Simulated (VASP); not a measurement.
Set up this calculation in VASP 6.6.1, as the native input.

```
Task                   : single point
Functional             : PBEsol
Potentials or basis    : VASP PAW PBE potentials, release 64 (C)
Cutoff                 : 520 eV
k mesh                 : 12 × 12 × 2
Occupations            : methfessel-paxton, width 0.2 eV
Spin                   : no spin polarisation
Dipole correction      : no
Further INCAR settings : ALGO = Normal; EDIFF = 1e-06; NBANDS = 16
```

The structure of C lies in POSCAR:

```
C
1.0
    2.4562280000      0.0000000000      0.0000000000
   -1.2281140000      2.1271550000      0.0000000000
    0.0000000000      0.0000000000     24.1339600000
C
4
Direct
    0.0000000000      0.0000000000      0.5704690000
    0.0000000000      0.0000000000      0.4295310000
    0.3333333333      0.6666666667      0.4295250000
    0.6666666667      0.3333333333      0.5704750000
```

These files were run (other wordings do the same):

INCAR

```
PREC     = Accurate       # precision mode
ENCUT    = 520            # plane-wave cutoff, eV
EDIFF    = 1E-6           # SCF threshold, eV
ISMEAR   = 1              # smearing method
SIGMA    = 0.2            # smearing width, eV
LREAL    = False          # projectors in reciprocal space
LASPH    = True           # aspherical terms in the spheres
NELM     = 100            # most SCF steps
ALGO     = Normal         # electronic algorithm
ISIF     = 2              # what is computed and relaxed
LWAVE    = False          # write WAVECAR
LCHARG   = False          # write CHGCAR
GGA      = PS             # functional
NBANDS   = 16             # bands
```

KPOINTS

```
regular mesh
0
Gamma
  12 12 2
```

Potentials or basis: VASP PAW PBE potentials, release 64 (C).

Run with:

```bash
$ cat potpaw_PBE.64/C/POTCAR > POTCAR
$ mpirun -np 1 vasp_std > vasp.out
```

Results of the run:

```
Largest force          : 0.022 eV/Å
Band gap on the k mesh : zero (filled and empty bands touch)
```

Caveat: the PAW data sets were made with another functional, which shifts forces and pressure a little.

Run time: 48 s on 1 thread of Intel(R) Xeon(R) 6975P-C (Granite Rapids), on a shared host, peak memory 0.24 GiB.
